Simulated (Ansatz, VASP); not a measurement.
## BW5: VASP beside Ansatz

```xyz
6
Lattice="0.0000 3.5384 3.5384 3.5384 0.0000 3.5384 3.5384 3.5384 0.0000" Properties=species:S:1:pos:R:3 pbc="T T T"
B     0.0000    0.0000    0.0000
W     1.7692    1.7692    1.7692
W     2.6625    4.4143    2.6625
W     2.6625    2.6625    4.4143
W     4.4143    4.4143    4.4143
W     4.4143    2.6625    2.6625
```

Change from the starting cell: species swapped into the TbCu5 type (F-43m, No. 216).

Alike in both runs: task single point; functional PBE; k mesh 4 × 4 × 4; occupations gaussian, width 0.1 eV; no spin polarisation.

|  | VASP | Ansatz |
| --- | --- | --- |
| version | VASP 6.6.1 | Ansatz 0.2.0 |
| potentials or method | VASP PAW PBE potentials, release 64 (B, W_sv), cutoff 520 eV | scalar-relativistic, plane waves, PAW |
| valence electrons in the cell | 73 | 73 |

|  | VASP | Ansatz | Ansatz less VASP |
| --- | --- | --- | --- |
| gap on the k mesh at the Fermi level (eV) | none | none | - |
| rms of the force components (eV/Å) | 0.958 | 0.935 | -0.0229 |

Atom by atom the forces differ by 0.023 eV/Å (rms over components). A gap of «none» marks a metal or a gap that the smearing closes. With one functional, cell and mesh, what is left measures potentials, basis and numerics.

The k mesh is coarse, so the values compare programs but aren't converged. Neither program's run includes spin-orbit coupling.
